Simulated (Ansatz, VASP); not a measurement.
# Two plane-wave programs on C

INCAR

```
SYSTEM = C
PREC = Accurate ; ENCUT = 600
EDIFF = 1E-6 ; ISMEAR = -1
SIGMA = 0.1 ; LREAL = .FALSE.
LASPH = .TRUE. ; NELM = 120
ALGO = Normal ; ISIF = 2
LWAVE = .FALSE. ; LCHARG = .FALSE.
GGA = PS ; NBANDS = 11
GGA_COMPAT = .FALSE.
```

File KPOINTS:

```
regular mesh
0
G
  5 5 5
  0 0 0
```

The input POSCAR:

```
C
1.0
    0.0000000000      1.7833700000      1.7833700000
    1.7833700000      0.0000000000      1.7833700000
    1.7833700000      1.7833700000      0.0000000000
C
2
Direct
    0.0137229735     -0.0076679073      0.0017457172
    0.2362770265      0.2576679073      0.2482542828
```

Input for Ansatz:

```yaml
crystal:
  lattice:
    - [0.0, 1.78337, 1.78337]
    - [1.78337, 0.0, 1.78337]
    - [1.78337, 1.78337, 0.0]
  atoms:
    - { symbol: C, position: [0.013722973519682536, -0.007667907316665447, 0.001745717231979972] }
    - { symbol: C, position: [0.2362770264803174, 0.2576679073166655, 0.24825428276802] }
kpoints:
  mp_grid:
    grid: [5, 5, 5]
hamiltonian:
  xc: pbesol
scf:
  occupations:
    method: fermi_dirac
output:
  forces: true
```

Alike in both runs: task single point; functional PBEsol; k mesh 5 × 5 × 5; no spin polarisation.

|  | VASP | Ansatz |
| --- | --- | --- |
| version | VASP 6.6.1 | Ansatz 0.2.0 |
| potentials or method | VASP PAW PBE potentials, release 64 (C) | plane waves, PAW |
| plane-wave cutoff (eV) | 600 | 420 |
| occupations | fermi-dirac, width 0.1 eV | fermi-dirac |
| valence electrons in the cell | 8 | 8 |

```tsv
	VASP	Ansatz	Ansatz less VASP
rms of the force components (eV/Å)	1.279	1.272	-0.0076
```

VASP's potentials were made for PBE, not for PBEsol. Atom by atom the forces differ by 0.008 eV/Å (rms over components).

The k mesh is coarse, so the values compare programs but aren't converged.
